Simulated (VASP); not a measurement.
# HfN (F-43m) in VASP: single point with PBE

Aim: the single point of HfN with PBE.

Everything below comes from runs of VASP 6.6.1. Logs are shortened: lines on timing, memory, paths and dates and some standing lists are left out, and cuts for length are marked.

**1. The cell of the first run**

It takes space group F-43m (No. 216, cubic). The conventional cell has a = 4.910 Å, b = 4.910 Å, c = 4.910 Å, α = 90.00°, β = 90.00°, γ = 90.00°. Hf (site symmetry -43m) has 4 N at 2.13 Å within 2.8 Å. Within 2.8 Å of N (site symmetry -43m) lie 4 Hf at 2.13 Å.

**2. Single point, PBE**

Contents of INCAR:

```
ALGO     = Normal         # electronic algorithm
EDIFF    = 1E-6           # SCF threshold, eV
ENCUT    = 520            # plane-wave cutoff, eV
GGA      = PE             # functional
ISIF     = 2              # what is computed and relaxed
ISMEAR   = 0              # smearing method
LASPH    = True           # aspherical terms in the spheres
LCHARG   = True           # write CHGCAR
LELF     = True           # ELF
LREAL    = False          # projectors in reciprocal space
LVHAR    = True         
LWAVE    = False          # write WAVECAR
NBANDS   = 14             # bands
NELM     = 60             # most SCF steps
PREC     = Accurate       # precision mode
SIGMA    = 0.15           # smearing width, eV
```

Contents of KPOINTS:

```
k-points
0
Gamma
  16 16 16
```

Contents of POSCAR:

```
HfN
1.0
    0.0000000000      2.4548220000      2.4548220000
    2.4548220000      0.0000000000      2.4548220000
    2.4548220000      2.4548220000      0.0000000000
Hf N
1 1
Direct
    0.0000000000      0.0000000000      0.0000000000
    0.7500000000      0.7500000000      0.7500000000
```

Potentials or basis: VASP PAW PBE potentials, release 64 (Hf_pv, N).

The run is started by

```
$ cat potpaw_PBE.64/Hf_pv/POTCAR potpaw_PBE.64/N/POTCAR > POTCAR
$ mpirun -np 1 vasp_std > vasp.out
```

OUTCAR:

```text
EDIFF = 1E-6
   ENCUT = 520
   GGA = PE
   ISIF = 2
   ISMEAR = 0
   LASPH = True
   LREAL = False
   NELM = 60
   PREC = Accurate

 ion  position               nearest neighbor table
   1  0.000  0.000  0.000-   2 2.13   2 2.13   2 2.13   2 2.13
   2  0.750  0.750  0.750-   1 2.13   1 2.13   1 2.13   1 2.13

  LATTYP: Found a face centered cubic cell.
 ALAT       =     4.9096440000

  Lattice vectors:

 A1 = (   0.0000000000,   2.4548220000,   2.4548220000)
 A2 = (   2.4548220000,   0.0000000000,   2.4548220000)
 A3 = (   2.4548220000,   2.4548220000,   0.0000000000)

Analysis of symmetry for initial positions (statically):
=====================================================================
 Subroutine PRICEL returns:
 Original cell was already a primitive cell.

 Routine SETGRP: Setting up the symmetry group for a
 face centered cubic supercell.

 Subroutine GETGRP returns: Found 24 space group operations
 (whereof 24 operations were pure point group operations)
 out of a pool of 48 trial point group operations.

The static configuration has the point symmetry T_d .

Analysis of symmetry for dynamics (positions and initial velocities):
=====================================================================
 Subroutine PRICEL returns:
 Original cell was already a primitive cell.

 Routine SETGRP: Setting up the symmetry group for a
 face centered cubic supercell.

 Subroutine GETGRP returns: Found 24 space group operations
 (whereof 24 operations were pure point group operations)
 out of a pool of 48 trial point group operations.

The dynamic configuration has the point symmetry T_d .

 Subroutine INISYM returns: Found 24 space group operations
 (whereof 24 operations are pure point group operations),
 and found     1 'primitive' translations

----------------------------------------------------------------------------------------

                                     Primitive cell

  volume of cell :      29.5863

  direct lattice vectors                    reciprocal lattice vectors
     0.000000000  2.454822000  2.454822000    -0.203680756  0.203680756  0.203680756
     2.454822000  0.000000000  2.454822000     0.203680756 -0.203680756  0.203680756
     2.454822000  2.454822000  0.000000000     0.203680756  0.203680756 -0.203680756

  length of vectors
     3.471642566  3.471642566  3.471642566     0.352785417  0.352785417  0.352785417

  position of ions in fractional coordinates (direct lattice)
     0.000000000  0.000000000  0.000000000
[... 83 lines left out ...]
   NFREE  =      0    steps in history (QN), initial steepest desc. (CG)
   ISIF   =      2    stress and relaxation
   ISYM   =      2    0-nonsym 1-usesym 2-fastsym
   POTIM  = 0.5000    time-step for ionic-motion
   TEBEG  =    0.0;   TEEND  =   0.0 temperature during run
   PSTRESS=    0.0 pullay stress
   NELECT =      15.0000    total number of electrons
   NUPDOWN=      -1.0000    fix difference up-down
   EMIN   =  10.00;   EMAX   =-10.00  energy-range for DOS
   EFERMI =   0.00;   METHOD = LEGACY
   ISMEAR =     0;   SIGMA  =   0.15  broadening in eV -4-tet -1-fermi 0-gaus
   EFERMI_NEDOS =   21; number of points for ismear=-14 and -15
   IALGO  =     38    algorithm
   IMIX   =      4    mixing-type and parameters
     AMIX     =   0.40;   BMIX     =  1.00
     AMIX_MAG =   1.60;   BMIX_MAG =  1.00
  volume/ion in A,a.u.               =      14.79        99.83
  Fermi-wavevector in a.u.,A,eV,Ry     =   1.305395  2.466839 23.185087  1.704056
  Thomas-Fermi vector in A             =   2.436267
   LORBIT       =      0    0 simple, 1 ext, 2 COOP (PROOUT), +10 PAW based schemes
   GGA     = PE    functional components
   LHFCALC =     F    Hartree Fock is set to
   AEXX    =    0.0000 exact exchange contribution
   IVDW    =     0    specifies the selected vdW correction
   LEPSILON=     F    determine dielectric tensor
   LRPA    =     F    only Hartree local field effects (RPA)
 non-spin polarized calculation
 Gauss-broadening in eV      SIGMA  =   0.15
  energy-cutoff  :      520.00
  volume of cell :       29.59
 maximum number of plane-waves:       821
 NGX is ok and might be reduce to    28
   NGX = 13   NGY = 13   NGZ = 13

 number of electron      15.0000001 magnetization

 Free energy of the ion-electron system (eV)
  ---------------------------------------------------
  ext. energy  EPLUGINS =         0.00000000
  ---------------------------------------------------
  free energy    TOTEN  =       -21.22359613 eV

  energy without entropy =      -21.21626567  energy(sigma->0) =      -21.21993090

 E-fermi :   5.7830     XC(G=0): -11.2212

 val. band max:        5.7816116184   @ k =   0.1250   0.0625   0.0000
 cond. band min:       5.8329725400   @ k =   0.1250   0.0000   0.0000
 fundamental gap:      0.0513609215
 Fermi energy:         5.7830086998

 k-point     1 :       0.0000    0.0000    0.0000
  band No.  band energies     occupation
      1     -25.3516      2.00000
      2     -25.3516      2.00000
      3     -25.3516      2.00000
      4     -10.3969      2.00000
      5       0.3156      2.00000
      6       0.3156      2.00000
      7       0.3156      2.00000
      8       5.0412      2.00000
      9       8.0177      0.00000
     10       8.0177      0.00000
     11      12.3514      0.00000
     12      12.3514      0.00000
     13      12.3514      0.00000
     14      18.0657      0.00000
[... 377 lines left out ...]
      1     -25.3972      2.00000
      2     -25.3639      2.00000
      3     -25.3552      2.00000
      4     -10.2756      2.00000
      5       0.0813      2.00000
      6       0.3791      2.00000
      7       0.4142      2.00000
      8       5.5957      1.92261
      9       7.7162      0.00000
     10       7.9800      0.00000
     11      12.1672      0.00000
     12      12.4089      0.00000
     13      12.6729      0.00000
     14      17.7156      0.00000

 [... further k-points ...]
[... 5 lines left out ...]
  --------------------------------------------------------------------------------------
  -------------------------------------------------------------------------------------
  Total       -0.0600789     -0.0600789     -0.0600789      0.0000000      0.0000000      0.0000000
  in kB       -3.2534375     -3.2534375     -3.2534375      0.0000000      0.0000000      0.0000000
  external PRESSURE =      -3.2534375 kB  Pullay stress =       0.0000000 kB

 VOLUME and BASIS-vectors are now :
 -----------------------------------------------------------------------------
  energy-cutoff  :      520.00
  volume of cell :       29.59
      direct lattice vectors                 reciprocal lattice vectors
     0.000000000  2.454822000  2.454822000    -0.203680756  0.203680756  0.203680756
     2.454822000  0.000000000  2.454822000     0.203680756 -0.203680756  0.203680756
     2.454822000  2.454822000  0.000000000     0.203680756  0.203680756 -0.203680756

 POSITION                                       TOTAL-FORCE (eV/Angst)
 -----------------------------------------------------------------------------------
      0.00000      0.00000      0.00000         0.000000      0.000000      0.000000
      3.68223      3.68223      3.68223        -0.000000     -0.000000     -0.000000
 -----------------------------------------------------------------------------------
    total drift:                                0.000000      0.000000      0.000000

  FREE ENERGIE OF THE ION-ELECTRON SYSTEM (eV)
  ---------------------------------------------------
  free  energy   TOTEN  =       -21.2235961324 eV

  energy  without entropy=      -21.2162656741  energy(sigma->0) =      -21.21993090
```

OSZICAR:

```text
N       E                     dE             d eps       ncg     rms          rms(c)
DAV:   1     0.419627621369E+02    0.41963E+02   -0.77452E+03  4060   0.979E+02
DAV:   2    -0.223438827672E+02   -0.64307E+02   -0.60324E+02  5590   0.232E+02
DAV:   3    -0.248275351949E+02   -0.24837E+01   -0.24752E+01  4678   0.381E+01
DAV:   4    -0.248414723598E+02   -0.13937E-01   -0.13935E-01  4834   0.343E+00
DAV:   5    -0.248416133478E+02   -0.14099E-03   -0.14099E-03  4720   0.303E-01    0.536E+01
DAV:   6    -0.213502153562E+02    0.34914E+01   -0.13110E+01  4426   0.248E+01    0.391E+01
DAV:   7    -0.212429182282E+02    0.10730E+00   -0.69828E-01  4240   0.744E+00    0.252E+01
DAV:   8    -0.212325339153E+02    0.10384E-01   -0.11333E-01  4924   0.303E+00    0.717E+00
DAV:   9    -0.212236550733E+02    0.88788E-02   -0.23327E-02  4618   0.116E+00    0.171E+00
DAV:  10    -0.212236169000E+02    0.38173E-04   -0.15297E-03  4804   0.352E-01    0.184E-01
DAV:  11    -0.212235985307E+02    0.18369E-04   -0.90309E-05  4714   0.879E-02    0.105E-01
DAV:  12    -0.212235962617E+02    0.22691E-05   -0.22003E-05  5164   0.368E-02    0.106E-02
DAV:  13    -0.212235961324E+02    0.12928E-06   -0.10732E-06  3182   0.102E-02
   1 F= -.21223596E+02 E0= -.21219931E+02  d E =-.733046E-02
```

stdout:

```text
POSCAR found type information on POSCAR HfN
 POSCAR found :  2 types and       2 ions
 scaLAPACK will be used
 LDA part: xc-table for (Slater+PW92), standard interpolation
 POSCAR, INCAR and KPOINTS ok, starting setup
 FFT: planning ... GRIDC
 FFT: planning ... GRID_SOFT
 FFT: planning ... GRID
 WAVECAR not read
 entering main loop
```

Run time: 83 s. Hardware: 1 thread of Intel Xeon Platinum 8259CL at 2.50GHz (Skylake/Cascade Lake), shared host; peak memory 0.2 GiB.

What came out:

```yaml
Free_energy: -21.2236 eV
Pressure: -0.3 GPa
```

Caveat: spin-orbit coupling is left out, which moves the levels of the heavy elements.
